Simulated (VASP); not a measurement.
# InP in VASP: a series of runs

InP is run at these levels: PBE; tasks: single point.

Program: VASP 6.6.1. These are calculated values, not measurements. Logs are shortened: lines on timing, memory, paths and dates and some standing lists are left out, and cuts for length are marked.

## Step 1: The cell of the first run

The cell holds a slab with vacuum, 8 atoms: a = 3.918 Å, b = 3.918 Å, c = 26.195 Å, α = 90.00°, β = 90.00°, γ = 120.00°.

## Step 2: Single point, PBE

The input, INCAR:

```
  ALGO = Normal
  DIPOL = 0.5 0.5 0.500
  EDIFF = 1E-6
  ENCUT = 520
  GGA = PE
  IDIPOL = 3
  ISIF = 2
  ISMEAR = 0
  LASPH = True
  LCHARG = True
  LDIPOL = True
  LELF = True
  LREAL = False
  LVACPOTAV = True
  LVHAR = True
  LWAVE = False
  NBANDS = 46
  NELM = 100
  PREC = Accurate
  SIGMA = 0.1
```

The input, KPOINTS:

```
k-points
0
Gamma
  9 9 1
```

The input, POSCAR:

```
InP
1.0
    3.9175984294      0.0000000000      0.0000000000
   -1.9587992147      3.3927397617      0.0000000000
    0.0000000000      0.0000000000     26.1954700307
P In
4 4
Direct
    0.3333333333      0.6666666667      0.2863090447
    0.0000000000      0.0000000000      0.4084181620
    0.6666666667      0.3333333333      0.5305272793
    0.3333333333      0.6666666667      0.6526363966
    0.6666666667      0.3333333333      0.3473636034
    0.3333333333      0.6666666667      0.4694727207
    0.0000000000      0.0000000000      0.5915818380
    0.6666666667      0.3333333333      0.7136909553
```

Potentials or basis: VASP PAW PBE potentials, release 64 (P, In_d).

Started as:

```console
> cat potpaw_PBE.64/P/POTCAR potpaw_PBE.64/In_d/POTCAR > POTCAR
> mpirun -np 1 vasp_std > vasp.out
```

OUTCAR:

```text
EDIFF = 1E-6
   ENCUT = 520
   GGA = PE
   ISIF = 2
   ISMEAR = 0
   LASPH = True
   LREAL = False
   NELM = 100
   PREC = Accurate

 ion  position               nearest neighbor table
   1  0.333  0.667  0.286-   5 2.77   5 2.77   5 2.77
   2  0.000  0.000  0.408-   5 2.77   5 2.77   5 2.77   6 2.77   6 2.77   6 2.77
   3  0.667  0.333  0.531-   6 2.77   6 2.77   6 2.77   7 2.77   7 2.77   7 2.77
   4  0.333  0.667  0.653-   7 2.77   7 2.77   7 2.77   8 2.77   8 2.77   8 2.77
   5  0.667  0.333  0.347-   2 2.77   2 2.77   2 2.77   1 2.77   1 2.77   1 2.77   6 3.92   6 3.92
                             6 3.92
   6  0.333  0.667  0.469-   3 2.77   3 2.77   3 2.77   2 2.77   2 2.77   2 2.77   5 3.92   7 3.92
                             5 3.92   7 3.92   7 3.92   5 3.92
   7  0.000  0.000  0.592-   4 2.77   4 2.77   4 2.77   3 2.77   3 2.77   3 2.77   8 3.92   6 3.92
                             8 3.92   6 3.92   8 3.92   6 3.92
   8  0.667  0.333  0.714-   4 2.77   4 2.77   4 2.77   7 3.92   7 3.92   7 3.92

  LATTYP: Found a hexagonal cell.
 ALAT       =     3.9175984294
 C/A-ratio  =     6.6866143896

  Lattice vectors:

 A1 = (   3.9175984294,   0.0000000000,   0.0000000000)
 A2 = (  -1.9587992147,   3.3927397617,   0.0000000000)
 A3 = (   0.0000000000,   0.0000000000,  26.1954700307)

Analysis of symmetry for initial positions (statically):
=====================================================================
 Subroutine PRICEL returns:
 Original cell was already a primitive cell.

 Routine SETGRP: Setting up the symmetry group for a
 hexagonal supercell.

 Subroutine GETGRP returns: Found  6 space group operations
 (whereof  6 operations were pure point group operations)
 out of a pool of 24 trial point group operations.

The static configuration has the point symmetry C_3v.

Analysis of symmetry for dynamics (positions and initial velocities):
=====================================================================
 Subroutine PRICEL returns:
 Original cell was already a primitive cell.

 Routine SETGRP: Setting up the symmetry group for a
 hexagonal supercell.

 Subroutine GETGRP returns: Found  6 space group operations
 (whereof  6 operations were pure point group operations)
 out of a pool of 24 trial point group operations.

The dynamic configuration has the point symmetry C_3v.

 Subroutine INISYM returns: Found  6 space group operations
 (whereof  6 operations are pure point group operations),
 and found     1 'primitive' translations

----------------------------------------------------------------------------------------

                                     Primitive cell

  volume of cell :     348.1743

  direct lattice vectors                    reciprocal lattice vectors
     3.917598429  0.000000000  0.000000000     0.255258424  0.147373520  0.000000000
    -1.958799215  3.392739762  0.000000000     0.000000000  0.294747039  0.000000000
     0.000000000  0.000000000 26.195470031     0.000000000  0.000000000  0.038174539

  length of vectors
     3.917598429  3.917598429 26.195470031     0.294747039  0.294747039  0.038174539

  position of ions in fractional coordinates (direct lattice)
     0.333333333  0.666666667  0.286309045
     0.000000000  0.000000000  0.408418162
     0.666666667  0.333333333  0.530527279
     0.333333333  0.666666667  0.652636397
     0.666666667  0.333333333  0.347363603
     0.333333333  0.666666667  0.469472721
     0.000000000  0.000000000  0.591581838
     0.666666667  0.333333333  0.713690955

  ion indices of the primitive-cell ions
   primitive index   ion index
                 1           1
                 2           2
                 3           3
                 4           4
                 5           5
                 6           6
                 7           7
                 8           8

----------------------------------------------------------------------------------------

 KPOINTS: k-points

Automatic generation of k-mesh.
 Grid dimensions read from file:
 generate k-points for:    9    9    1

 Generating k-lattice:

  Cartesian coordinates                     Fractional coordinates (reciprocal lattice)
     0.028362047  0.016374836  0.000000000     0.111111111  0.000000000  0.000000000
     0.000000000  0.032749671  0.000000000     0.000000000  0.111111111  0.000000000
     0.000000000  0.000000000  0.038174539     0.000000000  0.000000000  1.000000000

  Length of vectors
     0.032749671  0.032749671  0.038174539

  Shift w.r.t. Gamma in fractional coordinates (k-lattice)
     0.000000000  0.000000000  0.000000000

 Subroutine IBZKPT returns following result:
 ===========================================

 Found     12 irreducible k-points:

 Following reciprocal coordinates:
            Coordinates               Weight
  0.000000  0.000000  0.000000      1.000000
  0.111111  0.000000  0.000000      6.000000
  0.222222 -0.000000  0.000000      6.000000
  0.333333  0.000000  0.000000      6.000000
  0.444444 -0.000000  0.000000      6.000000
  0.111111  0.111111  0.000000      6.000000
  0.222222  0.111111  0.000000     12.000000
  0.333333  0.111111  0.000000     12.000000
  0.444444  0.111111  0.000000      6.000000
  0.222222  0.222222  0.000000      6.000000
  0.333333  0.222222  0.000000     12.000000
  0.333333  0.333333  0.000000      2.000000
   k-points           NKPTS =     12   k-points in BZ     NKDIM =     12   number of bands    NBANDS=     46
   number of dos      NEDOS =    301   number of ions     NIONS =      8
   total plane-waves  NPLWV = 176400
   dimension x,y,z NGX =    30 NGY =   30 NGZ =  196
   dimension x,y,z NGXF=    60 NGYF=   60 NGZF=  392
   ions per type =               4   4
   NGX,Y,Z   is equivalent  to a cutoff of  12.73, 12.73, 12.44 a.u.
   NGXF,Y,Z  is equivalent  to a cutoff of  25.46, 25.46, 24.88 a.u.
 SYSTEM =  unknown system
   PREC   = accura    normal or accurate (medium, high low for compatibility)
   ISTART =      0    job   : 0-new  1-cont  2-samecut
   ICHARG =      2    charge: 1-file 2-atom 10-const
   ISPIN  =      1    spin polarized calculation?
   LNONCOLLINEAR =      F non collinear calculations
   LSORBIT =      F    spin-orbit coupling
   LASPH  =      T    aspherical Exc in radial PAW
   ENCUT  =  520.0 eV  38.22 Ry    6.18 a.u.   7.28  7.28 48.71*2*pi/ulx,y,z
   NELM   =    100;   NELMIN=  2; NELMDL= -5     # of ELM steps
   EDIFF  = 0.1E-05   stopping-criterion for ELM
   LREAL  =      F    real-space projection
   EDIFFG = 0.1E-04   stopping-criterion for IOM
   NSW    =      0    number of steps for IOM
   IBRION =     -1    ionic relax: 0-MD 1-quasi-New 2-CG
   NFREE  =      0    steps in history (QN), initial steepest desc. (CG)
   ISIF   =      2    stress and relaxation
   ISYM   =      2    0-nonsym 1-usesym 2-fastsym
   POTIM  = 0.5000    time-step for ionic-motion
   TEBEG  =    0.0;   TEEND  =   0.0 temperature during run
   PSTRESS=    0.0 pullay stress
   NELECT =      72.0000    total number of electrons
   NUPDOWN=      -1.0000    fix difference up-down
   EMIN   =  10.00;   EMAX   =-10.00  energy-range for DOS
   EFERMI =   0.00;   METHOD = LEGACY
   ISMEAR =     0;   SIGMA  =   0.10  broadening in eV -4-tet -1-fermi 0-gaus
   EFERMI_NEDOS =   21; number of points for ismear=-14 and -15
   IALGO  =     38    algorithm
   IMIX   =      4    mixing-type and parameters
     AMIX     =   0.40;   BMIX     =  1.00
     AMIX_MAG =   1.60;   BMIX_MAG =  1.00
  volume/ion in A,a.u.               =      43.52       293.70
  Fermi-wavevector in a.u.,A,eV,Ry     =   0.968100  1.829443 12.751613  0.937217
  Thomas-Fermi vector in A             =   2.098041
   LORBIT       =      0    0 simple, 1 ext, 2 COOP (PROOUT), +10 PAW based schemes
   GGA     = PE    functional components
   LHFCALC =     F    Hartree Fock is set to
   AEXX    =    0.0000 exact exchange contribution
   IVDW    =     0    specifies the selected vdW correction
   LEPSILON=     F    determine dielectric tensor
   LRPA    =     F    only Hartree local field effects (RPA)
 non-spin polarized calculation
 Gauss-broadening in eV      SIGMA  =   0.10
  energy-cutoff  :      520.00
  volume of cell :      348.17
 maximum number of plane-waves:      9423
 NGX is ok and might be reduce to    30
   NGX = 15   NGY = 15   NGZ = 97

 dipolmoment           0.000000      0.000000      0.048035 electrons x Angstroem

 number of electron      72.0000015 magnetization

 dipolmoment           0.000000      0.000000     -0.110494 electrons x Angstroem

 Free energy of the ion-electron system (eV)
  ---------------------------------------------------
  ext. energy  EPLUGINS =         0.00000000
  ---------------------------------------------------
  free energy    TOTEN  =       -29.87454426 eV

  energy without entropy =      -29.84237425  energy(sigma->0) =      -29.85845926

 E-fermi :   0.8244     XC(G=0):  -5.7913

 val. band max:        0.8157853383   @ k =   0.1111   0.0000   0.0000
 cond. band min:       0.8536377107   @ k =   0.0000   0.0000   0.0000
 fundamental gap:      0.0378523724
 Fermi energy:         0.8243697164

 k-point     1 :       0.0000    0.0000    0.0000
  band No.  band energies     occupation
      1     -13.4496      2.00000
      2     -13.4496      2.00000
      3     -13.4176      2.00000
      4     -13.4176      2.00000
      5     -13.3898      2.00000
      6     -13.3827      2.00000
[... 38 lines left out ...]
     45       5.5485      0.00000
     46       5.5485      0.00000

 k-point     2 :       0.1111    0.0000    0.0000
  band No.  band energies     occupation
      1     -13.4737      2.00000
      2     -13.4424      2.00000
      3     -13.4316      2.00000
      4     -13.4124      2.00000
      5     -13.3864      2.00000
      6     -13.3784      2.00000
[... 38 lines left out ...]
     45       5.3889      0.00000
     46       5.7985      0.00000

 k-point     3 :       0.2222   -0.0000    0.0000
  band No.  band energies     occupation
      1     -13.5393      2.00000
      2     -13.4690      2.00000
      3     -13.4316      2.00000
      4     -13.4018      2.00000
      5     -13.3938      2.00000
      6     -13.3677      2.00000
[... 38 lines left out ...]
     45       5.7952      0.00000
     46       5.9006      0.00000

 k-point     4 :       0.3333    0.0000    0.0000
  band No.  band energies     occupation
      1     -13.6140      2.00000
      2     -13.5126      2.00000
      3     -13.4330      2.00000
      4     -13.4073      2.00000
      5     -13.3895      2.00000
      6     -13.3757      2.00000
[... 332 lines left out ...]
     45       5.9440      0.00000
     46       6.3028      0.00000

 k-point    11 :       0.3333    0.2222    0.0000
  band No.  band energies     occupation
      1     -13.6157      2.00000
      2     -13.5344      2.00000
      3     -13.4971      2.00000
      4     -13.4096      2.00000
      5     -13.3848      2.00000
      6     -13.3642      2.00000
[... 38 lines left out ...]
     45       6.1148      0.00000
     46       6.3549      0.00000

 k-point    12 :       0.3333    0.3333    0.0000
  band No.  band energies     occupation
      1     -13.5907      2.00000
      2     -13.5386      2.00000
      3     -13.5292      2.00000
      4     -13.4157      2.00000
      5     -13.3594      2.00000
      6     -13.3585      2.00000
[... 38 lines left out ...]
     45       6.2868      0.00000
     46       6.6978      0.00000

------------------------ aborting loop because EDIFF is reached ----------------------------------------

  FORCE on cell =-STRESS in cart. coord.  units (eV):
  Direction    XX          YY          ZZ          XY          YZ          ZX
  --------------------------------------------------------------------------------------
  -------------------------------------------------------------------------------------
  Total       -1.5862383     -1.5862383     -1.2057122      0.0000000      0.0000000      0.0000000
  in kB       -7.2993193     -7.2993193     -5.5482698      0.0000000      0.0000000      0.0000000
  external PRESSURE =      -6.7156362 kB  Pullay stress =       0.0000000 kB

 VOLUME and BASIS-vectors are now :
 -----------------------------------------------------------------------------
  energy-cutoff  :      520.00
  volume of cell :      348.17
      direct lattice vectors                 reciprocal lattice vectors
     3.917598429  0.000000000  0.000000000     0.255258424  0.147373520  0.000000000
    -1.958799215  3.392739762  0.000000000     0.000000000  0.294747039  0.000000000
     0.000000000  0.000000000 26.195470031     0.000000000  0.000000000  0.038174539

 POSITION                                       TOTAL-FORCE (eV/Angst)
 -----------------------------------------------------------------------------------
     -0.00000      2.26183      7.50000         0.000000      0.000000      0.588559
      0.00000      0.00000     10.69871        -0.000000     -0.000000      0.198821
      1.95880      1.13091     13.89741        -0.000000      0.000000     -0.008001
     -0.00000      2.26183     17.09612        -0.000000      0.000000     -0.034015
      1.95880      1.13091      9.09935         0.000000     -0.000000     -0.822533
     -0.00000      2.26183     12.29806         0.000000     -0.000000      0.035254
      0.00000      0.00000     15.49676        -0.000000      0.000000      0.228858
      1.95880      1.13091     18.69547         0.000000      0.000000     -0.186943
 -----------------------------------------------------------------------------------
    total drift:                                0.000000      0.000000      0.000114

  FREE ENERGIE OF THE ION-ELECTRON SYSTEM (eV)
  ---------------------------------------------------
  free  energy   TOTEN  =       -29.8745442627 eV

  energy  without entropy=      -29.8423742503  energy(sigma->0) =      -29.85845926

 vacuum level on the upper side and lower side of the slab         5.191         6.694
```

Wall time 5.2 min (1 thread of Intel Xeon 6975P-C (Granite Rapids), shared host); peak memory 0.52 GiB.

Results:

- Free energy: -29.8745 eV
- Largest force: 0.823 eV/Å
- Band gap on the k mesh: zero (bands 36 and 37 overlap by 1.01 eV)

Forces in eV/Å, atoms in the order of the input:
```
P    0.000  0.000  0.589
P    0.000  0.000  0.199
P    0.000  0.000 -0.008
P    0.000  0.000 -0.034
In   0.000  0.000 -0.823
In   0.000  0.000  0.035
In   0.000  0.000  0.229
In   0.000  0.000 -0.187
```

Caveat: spin-orbit coupling is left out, which moves the levels of the heavy elements.

## Step 3: Single point, PBE

The input, INCAR:

```
SYSTEM = InP
  PREC = Accurate
  ENCUT = 520
  EDIFF = 1E-6
  ISMEAR = 0
  SIGMA = 0.1
  LREAL = .FALSE.
  LASPH = .TRUE.
  NELM = 60
  ALGO = Normal
  ISIF = 2
  LWAVE = .FALSE.
  LCHARG = .FALSE.
  LDIPOL = .TRUE.
  IDIPOL = 3
  DIPOL = 0.5 0.5 0.500
  GGA = PE
  NBANDS = 46
```

The input, KPOINTS:

```
Automatic mesh
0
G
  9 9 1
  0 0 0
```

The input, POSCAR:

```
InP
1.0
    3.9175984294      0.0000000000      0.0000000000
   -1.9587992147      3.3927397617      0.0000000000
    0.0000000000      0.0000000000     26.1954700307
P In
4 4
Direct
    0.3333333333      0.6666666667      0.2935053431
    0.0000000000      0.0000000000      0.4107240167
    0.6666666667      0.3333333333      0.5299718101
    0.3333333333      0.6666666667      0.6510106598
    0.6666666667      0.3333333333      0.3417198514
    0.3333333333      0.6666666667      0.4691277005
    0.0000000000      0.0000000000      0.5925867163
    0.6666666667      0.3333333333      0.7113539020
```

Potentials or basis: VASP PAW PBE potentials, release 64 (P, In_d).

Started as:

```console
> cat potpaw_PBE.64/P/POTCAR potpaw_PBE.64/In_d/POTCAR > POTCAR
> mpirun -np 1 vasp_std > vasp.out
```

It took 4.3 min on 1 thread of Intel Xeon 6975P-C (Granite Rapids), shared host; peak memory 0.52 GiB.

It converged, with:

```yaml
Free_energy: -30.0094 eV
Largest_force: 0.004 eV/Å
Band_gap_on_the_k_mesh: zero (bands 36 and 37 overlap by 0.75 eV)
```

Forces in eV/Å, atoms in the order of the input:
```
P    0.000  0.000  0.003
P    0.000  0.000  0.002
P    0.000  0.000 -0.003
P    0.000  0.000 -0.002
In   0.000  0.000 -0.004
In   0.000  0.000  0.000
In   0.000  0.000  0.002
In   0.000  0.000  0.003
```

Levels at points of the mesh, in eV from the Fermi level:
```tsv
k point	band 33	band 34	band 35	band 36	band 37	band 38	band 39	band 40
(0.00, 0.00, 0.00)	0.03	0.03	0.06	0.53	0.53	1.82	2.46	2.77
```

Caveat: spin-orbit coupling is left out, which moves the levels of the heavy elements.
